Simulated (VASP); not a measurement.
# Ir (Fm-3m) in VASP: notebook, part 2 of 2

VASP 6.6.1. The steps go on from the part before.

### Step 3. Single point, HSE06

This run uses another cell than the first one, of 14.20 Å³/atom.

The input, POSCAR:

```
Ir
1.0
    0.0000000000      1.9220130315      1.9220130315
    1.9220130315      0.0000000000      1.9220130315
    1.9220130315      1.9220130315      0.0000000000
Ir
1
Direct
    0.0000000000      0.0000000000      0.0000000000
```

The input, INCAR.step1:

```
PREC = Accurate
ENCUT = 420
EDIFF = 1E-5
ISMEAR = -1
SIGMA = 0.1
LREAL = False
LASPH = True
NELM = 120
ALGO = Normal
ISIF = 2
LWAVE = True
NBANDS = 14
GGA = PE
GGA_COMPAT = False
```

The input, INCAR.step2:

```
PREC = Accurate
ENCUT = 420
EDIFF = 1E-6
ISMEAR = -1
SIGMA = 0.1
LREAL = False
LASPH = True
NELM = 120
ALGO = Normal
ISIF = 2
LWAVE = False
LCHARG = True
GGA = PE
LHFCALC = True
HFSCREEN = 0.2079
PRECFOCK = Normal
LELF = True
LVHAR = True
NBANDS = 14
ISTART = 1
GGA_COMPAT = False
```

The input, KPOINTS:

```
Automatic mesh
0
Gamma
  6 6 6
```

Potentials or basis: VASP PAW PBE potentials, release 64 (Ir_sv_GW).

Run with:

```
$ cat potpaw_PBE.64/Ir_sv_GW/POTCAR > POTCAR
$ cp INCAR.step1 INCAR
$ mpirun -np 1 vasp_std > vasp.out
$ cp INCAR.step2 INCAR
$ mpirun -np 1 vasp_std > vasp.out
```

OUTCAR:

```text
PREC = Accurate
   ENCUT = 420
   EDIFF = 1E-6
   ISMEAR = -1
   LREAL = False
   LASPH = True
   NELM = 120
   ISIF = 2
   GGA = PE
   LHFCALC = True
   HFSCREEN = 0.2079
   PRECFOCK = Normal
   ISTART = 1

 ion  position               nearest neighbor table
   1  0.000  0.000  0.000-

  LATTYP: Found a face centered cubic cell.
 ALAT       =     3.8440260630

  Lattice vectors:

 A1 = (   0.0000000000,   1.9220130315,   1.9220130315)
 A2 = (   1.9220130315,   0.0000000000,   1.9220130315)
 A3 = (   1.9220130315,   1.9220130315,   0.0000000000)

Analysis of symmetry for initial positions (statically):
=====================================================================
 Subroutine PRICEL returns:
 Original cell was already a primitive cell.

 Routine SETGRP: Setting up the symmetry group for a
 face centered cubic supercell.

 Subroutine GETGRP returns: Found 48 space group operations
 (whereof 48 operations were pure point group operations)
 out of a pool of 48 trial point group operations.

The static configuration has the point symmetry O_h .

Analysis of symmetry for dynamics (positions and initial velocities):
=====================================================================
 Subroutine PRICEL returns:
 Original cell was already a primitive cell.

 Routine SETGRP: Setting up the symmetry group for a
 face centered cubic supercell.

 Subroutine GETGRP returns: Found 48 space group operations
 (whereof 48 operations were pure point group operations)
 out of a pool of 48 trial point group operations.

The dynamic configuration has the point symmetry O_h .

 Subroutine INISYM returns: Found 48 space group operations
 (whereof 48 operations are pure point group operations),
 and found     1 'primitive' translations

[... 115 lines left out ...]
   AEXX    =    0.2500 exact exchange contribution
   HFSCREEN=    0.2079 screening length (either q_TF or 0.3 A-1)
   HFSCREENC=   0.2079 screening length for correlation (either q_TF or 0.3 A-1)
   ENCUTFOCK=  -1.0 apply spherical cutoff to Coloumb kernel
   IVDW    =     0    specifies the selected vdW correction
   LEPSILON=     F    determine dielectric tensor
   LRPA    =     F    only Hartree local field effects (RPA)
 non-spin polarized calculation
  energy-cutoff  :      420.00
  volume of cell :       14.20
 maximum number of plane-waves:       291
  NGX = 14; NGY = 14; NGZ = 14

 number of electron      16.9999999 magnetization

 Free energy of the ion-electron system (eV)
  ---------------------------------------------------
  ext. energy  EPLUGINS =         0.00000000
  ---------------------------------------------------
  free energy    TOTEN  =        -9.60232007 eV

  energy without entropy =       -9.56566914  energy(sigma->0) =       -9.58399461

 E-fermi :  12.0362     XC(G=0): -11.7850

 val. band max:       11.9007831480   @ k =   0.5000   0.3333   0.1667
 cond. band min:      12.1510861683   @ k =   0.3333   0.0000   0.0000
 fundamental gap:      0.2503030203
 Fermi energy:        12.0362179410

 k-point     1 :       0.0000    0.0000    0.0000
  band No.  band energies     occupation
      1     -84.9263      2.00000
      2     -39.9609      2.00000
      3     -39.9609      2.00000
      4     -39.9609      2.00000
      5       0.2855      2.00000
      6       7.9314      2.00000
      7       7.9314      2.00000
      8       7.9314      2.00000
      9      10.7171      2.00000
     10      10.7171      2.00000
     11      27.0611      0.00000
     12      32.7875      0.00000
     13      32.7875      0.00000
     14      32.7875      0.00000
[... 241 lines left out ...]
      1     -84.8201      2.00000
      2     -40.7153      2.00000
      3     -40.4490      2.00000
      4     -40.3174      2.00000
      5       4.6577      2.00000
      6       5.4100      2.00000
      7       8.9802      2.00000
      8      11.0543      1.99989
      9      14.2584      0.00000
     10      20.0191      0.00000
     11      21.9485      0.00000
     12      23.9982      0.00000
     13      26.7120      0.00000
     14      38.2892      0.00000

------------------------ aborting loop because EDIFF is reached ----------------------------------------

  FORCE on cell =-STRESS in cart. coord.  units (eV):
  Direction    XX          YY          ZZ          XY          YZ          ZX
  --------------------------------------------------------------------------------------
  -------------------------------------------------------------------------------------
  Total       -0.5990470     -0.5990470     -0.5990470     -0.0000000     -0.0000000      0.0000000
  in kB      -67.5884520    -67.5884520    -67.5884520     -0.0000000     -0.0000000      0.0000000
  external PRESSURE =     -67.5884520 kB  Pullay stress =       0.0000000 kB

 VOLUME and BASIS-vectors are now :
 -----------------------------------------------------------------------------
  energy-cutoff  :      420.00
  volume of cell :       14.20
      direct lattice vectors                 reciprocal lattice vectors
     0.000000000  1.922013031  1.922013031    -0.260143918  0.260143918  0.260143918
     1.922013031  0.000000000  1.922013031     0.260143918 -0.260143918  0.260143918
     1.922013031  1.922013031  0.000000000     0.260143918  0.260143918 -0.260143918

 POSITION                                       TOTAL-FORCE (eV/Angst)
 -----------------------------------------------------------------------------------
      0.00000      0.00000      0.00000         0.000000      0.000000     -0.000000
 -----------------------------------------------------------------------------------
    total drift:                               -0.000004     -0.000005     -0.000005

  FREE ENERGIE OF THE ION-ELECTRON SYSTEM (eV)
  ---------------------------------------------------
  free  energy   TOTEN  =        -9.6023200739 eV

  energy  without entropy=       -9.5656691380  energy(sigma->0) =       -9.58399461
```

It took 7.8 min on 1 thread of Intel Xeon Platinum 8259CL at 2.50GHz (Skylake/Cascade Lake), shared host; peak memory 0.22 GiB.

What came out:

```yaml
Free_energy: -9.6023 eV
Pressure: -6.8 GPa
Band_gap_on_the_k_mesh: zero (an odd number of electrons rules out a gap without spin polarisation)
```

Caveat: the k points lie up to 0.47 Å⁻¹ apart, too coarse for converged energies and pressures of a metal; the PAW data sets were made with another functional, which shifts forces and pressure a little; spin-orbit coupling is left out, which moves the levels of the heavy elements.

The gap in the log of VASP goes by the Fermi energy; the results here count the filled bands.